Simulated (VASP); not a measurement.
# BaTiO3: single point with RPBE

The system is BaTiO3.

```
CELL_PARAMETERS angstrom
2.90208 1.67542 2.40205
-2.90182 1.67529 2.40181
0.00002 -3.35191 2.40277
ATOMIC_POSITIONS crystal
Ba 0.00810 0.00807 0.00817
Ti 0.52415 0.52411 0.52425
O 0.48704 0.48705 0.97232
O 0.48698 0.97247 0.48697
O 0.97243 0.48700 0.48698
```

| Item | Value |
| --- | --- |
| Program | VASP 6.6.1 |
| Task | single point |
| Functional | RPBE |
| Potentials or basis | VASP PAW PBE potentials, release 64 (Ba_sv, Ti_sv, O_h) |
| Cutoff | 910 eV |
| k mesh | 7 × 7 × 7 |
| Occupations | fermi-dirac, width 0.05 eV |
| Spin | no spin polarisation |
| Dipole correction | no |
| Further INCAR settings | ALGO = Normal; EDIFF = 1e-06; NBANDS = 28 |

```yaml
Pressure: 1.0 GPa
Largest_force: 0.052 eV/Å
Band_gap_on_the_k_mesh: 2.88 eV (least direct gap 3.39 eV)
```

Forces in eV/Å, atoms in the order of the input:
```
Ba   0.000  0.000 -0.052
Ti   0.000  0.000 -0.039
O    0.000 -0.008  0.030
O   -0.007  0.004  0.030
O    0.007  0.004  0.030
```

Levels at points of the mesh, in eV from the valence-band top:
```
           k point  band 16  band 17  band 18  band 19  band 20  band 21  band 22  band 23  band 24  band 25
(0.00, 0.00, 0.00)    -1.35    -0.84    -0.79    -0.64    -0.64     2.93     2.93     3.12     4.62     4.62
```

Run time: 13 min on 1 thread of Intel(R) Xeon(R) Platinum 8559C (Emerald Rapids), with other jobs on the host, peak memory 0.82 GiB.

Caveat: the cutoff is under 1.25 times the usual one of these potentials, so pressure, stress and relaxed cells hold a basis-set (Pulay) error; the PAW data sets were made with another functional, which shifts forces and pressure a little; spin-orbit coupling is left out, which moves the levels of the heavy elements; an odd mesh through Γ misses points on the zone boundary, where band edges can lie. As with any semilocal functional, this RPBE gap is likely too small.
